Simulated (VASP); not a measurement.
Here is a VASP 6.6.1 calculation.

INCAR

```
SYSTEM = Hf
PREC = Accurate ; ENCUT = 520
EDIFF = 1E-6 ; ISMEAR = -1
SIGMA = 0.03 ; LREAL = .FALSE.
LASPH = .TRUE. ; NELM = 80
ALGO = Normal ; ISIF = 2
LWAVE = .FALSE. ; LCHARG = .FALSE.
GGA = CA ; NBANDS = 11
```

KPOINTS

```
Automatic mesh
0
G
  13 13 13
  0 0 0
```

Contents of POSCAR:

```
Hf
1.0
    0.0000000000      2.2635404658      2.2635404658
    2.2635404658      0.0000000000      2.2635404658
    2.2635404658      2.2635404658      0.0000000000
Hf
1
Direct
    0.0000000000      0.0000000000      0.0000000000
```

Potentials or basis: VASP PAW LDA potentials, release 64 (Hf_pv).

Run with:

```console
$ cat potpaw_LDA.64/Hf_pv/POTCAR > POTCAR
$ mpirun -np 1 vasp_std > vasp.out
```

Question: Estimate the pressure.

Answer: -10.7 GPa.

Question: Predict the band gap on the k mesh.

Answer: Zero (band 5 reaches 5.67 eV, above the bottom of band 6 at 3.84 eV).

Caveat: spin-orbit coupling is left out, which moves the levels of the heavy elements.
